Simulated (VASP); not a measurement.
## In: single point with PBE

The system is In.

```
In
1.0
     3.48842    0.00000    0.00000
    -1.74421    3.02106    0.00000
     0.00000    0.00000    5.66961
In
2
Direct
  0.33333 0.66667 0.25000
  0.66667 0.33333 0.75000
```

This cell differs from its parent crystal: volume scaled by 1.08.

```
Program                : VASP 6.6.1
Task                   : single point
Functional             : PBE
Potentials or basis    : VASP PAW PBE potentials, release 64 (In_d)
Cutoff                 : 520 eV
k mesh                 : 12 × 12 × 7
Occupations            : fermi-dirac, width 0.1 eV
Spin                   : no spin polarisation
Dipole correction      : no
Further INCAR settings : ALGO = Normal; EDIFF = 1e-06; NBANDS = 20
```

```
Pressure               : -2.2 GPa
Band gap on the k mesh : zero (band 13 reaches 8.50 eV, above the bottom of band 14 at 4.19 eV)
```

Stress tensor (GPa, compression positive):
```
-1.97  0.00  0.00
 0.00 -1.97  0.00
 0.00  0.00 -2.58
```

Levels at points of the mesh, in eV from the Fermi level:
```
           k point  band 9  band 10  band 11  band 12  band 13  band 14  band 15  band 16  band 17  band 18
(0.00, 0.00, 0.00)  -14.32   -14.32    -8.70    -4.23    -2.83     7.38     7.38     9.06     9.06     9.62
(0.50, 0.00, 0.00)  -14.31   -14.30    -4.69    -3.82    -0.15     0.42     0.94     2.81     3.70     6.90
```

It took 38 s on 1 thread of Intel(R) Xeon(R) 6975P-C (Granite Rapids), with other jobs on the host, peak memory 0.21 GiB.

Caveat: spin-orbit coupling is left out, which moves the levels of the heavy elements.
